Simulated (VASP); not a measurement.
A run of VASP 6.6.1 is set up as follows.

The input POSCAR:

```
TaN
1.0
    0.0000000000      2.2546932853      2.2546932853
    2.2546932853      0.0000000000      2.2546932853
    2.2546932853      2.2546932853      0.0000000000
Ta N
1 1
Direct
    0.5000000000      0.5000000000      0.5000000000
    0.0000000000      0.0000000000      0.0000000000
```

File INCAR.step1:

```
PREC     = Accurate       # precision mode
ENCUT    = 520            # plane-wave cutoff, eV
ISMEAR   = -1             # smearing method
SIGMA    = 0.05           # smearing width, eV
LREAL    = F              # projectors in reciprocal space
LASPH    = T              # aspherical terms in the spheres
NELM     = 100            # most SCF steps
NBANDS   = 15             # bands
GGA      = PE             # functional
ALGO     = Normal         # electronic algorithm
EDIFF    = 1E-4           # SCF threshold, eV
LWAVE    = T              # write WAVECAR
LCHARG   = F              # write CHGCAR
```

Contents of INCAR.step2:

```
PREC     = Accurate       # precision mode
ENCUT    = 520            # plane-wave cutoff, eV
EDIFF    = 1E-7           # SCF threshold, eV
ISMEAR   = -1             # smearing method
SIGMA    = 0.05           # smearing width, eV
LREAL    = F              # projectors in reciprocal space
LASPH    = T              # aspherical terms in the spheres
NELM     = 100            # most SCF steps
ALGO     = Normal         # electronic algorithm
ISIF     = 2              # what is computed and relaxed
LWAVE    = F              # write WAVECAR
LCHARG   = T              # write CHGCAR
METAGGA  = R2SCAN         # meta-GGA
LMIXTAU  = T            
LELF     = T              # ELF
LVHAR    = T            
NBANDS   = 15             # bands
ISTART   = 1
```

KPOINTS

```
Automatic mesh
0
Gamma
  10 10 10
```

Potentials or basis: VASP PAW PBE potentials, release 64 (Ta_pv, N).

Launch:

```sh
$ cat potpaw_PBE.64/Ta_pv/POTCAR potpaw_PBE.64/N/POTCAR > POTCAR
$ cp INCAR.step1 INCAR
$ mpirun -np 1 vasp_std > vasp.out
$ cp INCAR.step2 INCAR
$ mpirun -np 1 vasp_std > vasp.out
```

(1) Estimate the band gap on the k mesh.

(2) What does it give for the pressure?

Results:

(1) zero (band 8 reaches 10.46 eV, above the bottom of band 9 at 6.80 eV).

(2) -21.3 GPa.

Caveat: the PAW data sets were made with another functional, which shifts forces and pressure a little; spin-orbit coupling is left out, which moves the levels of the heavy elements.
